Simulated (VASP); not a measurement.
Here is a VASP 6.6.1 calculation.

File POSCAR:

```
Cu
1.0
    2.5298305898      0.0000000000      0.0000000000
   -1.2649152949      2.1908975581      0.0000000000
    0.0000000000      0.0000000000      8.2608085475
Cu
4
Direct
    0.0000000000      0.0000000000      0.0000000000
    0.3333333333      0.6666666667      0.2500000000
    0.0000000000      0.0000000000      0.5000000000
    0.6666666667      0.3333333333      0.7500000000
```

INCAR.step1

```
PREC = Accurate
ENCUT = 660
ISMEAR = 1
SIGMA = 0.1
LREAL = F
LASPH = T
NELM = 120
NBANDS = 30
GGA = PE
ALGO = Normal
EDIFF = 1E-5
LWAVE = T
LCHARG = F
GGA_COMPAT = F
```

File INCAR.step2:

```
PREC = Accurate
ENCUT = 660
EDIFF = 1E-6
ISMEAR = 1
SIGMA = 0.1
LREAL = F
LASPH = T
NELM = 120
ALGO = Normal
ISIF = 2
LWAVE = F
LCHARG = T
METAGGA = R2SCAN
LMIXTAU = T
LELF = T
LVHAR = T
NBANDS = 30
ISTART = 1
GGA_COMPAT = F
```

The input KPOINTS:

```
regular mesh
0
Gamma
  20 20 6
```

Potentials or basis: VASP PAW PBE potentials, release 64 (Cu).

Launch:

```sh
$ cat potpaw_PBE.64/Cu/POTCAR > POTCAR
$ cp INCAR.step1 INCAR
$ mpirun -np 1 vasp_std > vasp.out
$ cp INCAR.step2 INCAR
$ mpirun -np 1 vasp_std > vasp.out
```

Estimate the pressure.

0.5 GPa.

What does it give for the band gap on the k mesh?

Zero (bands 22 and 23 overlap by 5.13 eV).

Stress tensor (GPa, compression positive):
```
0.43 0.00 0.00
0.00 0.43 0.00
0.00 0.00 0.50
```

Caveat: the PAW data sets were made with another functional, which shifts forces and pressure a little.
